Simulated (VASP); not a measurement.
Write the native input for VASP 6.6.1 that does the following.

* Task: relaxation of cell and atoms
* Functional: LDA
* Potentials or basis: VASP PAW LDA potentials, release 64 (Al, As)
* Cutoff: 500 eV
* k mesh: 8 × 8 × 8
* Occupations: gaussian, width 0.01 eV
* Spin: no spin polarisation
* Target pressure: 8 GPa
* Dipole correction: no
* Further INCAR settings: ALGO = Normal; EDIFF = 1e-07; IBRION = 2; EDIFFG = -0.001; NSW = 80; ISIF = 3

The structure of AlAs lies in POSCAR:

```
AlAs
1.0
    0.0000000000      2.7802648896      2.7802648896
    2.7802648896      0.0000000000      2.7802648896
    2.7802648896      2.7802648896      0.0000000000
Al As
1 1
Direct
    0.0000000000      0.0000000000      0.0000000000
    0.7500000000      0.7500000000      0.7500000000
```

One way to write it, as run:

INCAR

```
ALGO = Normal
EDIFF = 1E-7
EDIFFG = -0.001
ENCUT = 500
GGA = CA
GGA_COMPAT = F
IBRION = 2
ISIF = 3
ISMEAR = 0
LASPH = T
LCHARG = F
LREAL = F
LWAVE = F
NELM = 120
NELMIN = 4
NSW = 80
PREC = Accurate
PSTRESS = 80.0
SIGMA = 0.01
```

KPOINTS

```
k-points
0
Gamma
  8 8 8
```

Potentials or basis: VASP PAW LDA potentials, release 64 (Al, As).

Run with:

```sh
$ cat potpaw_LDA.64/Al/POTCAR potpaw_LDA.64/As/POTCAR > POTCAR
$ mpirun -np 1 vasp_std > vasp.out
```

It gave:

| Quantity | Value |
| --- | --- |
| Relaxed volume | 20.52 Å³/atom |
| Relaxed cell | a = 3.872 Å, b = 3.872 Å, c = 3.872 Å, α = 60.00°, β = 60.00°, γ = 60.00° |
| Space group after relaxing (to 0.1 Å) | F-43m (No. 216) |
| Energy change on relaxing (the run minimises the enthalpy) | +34.2 meV/atom |
| Ionic steps | 6 |
| Pressure after relaxing | 8.0 GPa |
| Band gap on the k mesh | 1.16 eV (least direct gap 2.70 eV) |

Caveat: the cell is relaxed towards a set pressure, so the run minimises the enthalpy, not the energy.

Run time: 20 s on 1 thread of Intel(R) Xeon(R) Platinum 8488C (Sapphire Rapids), with other jobs on the host, peak memory 0.15 GiB.
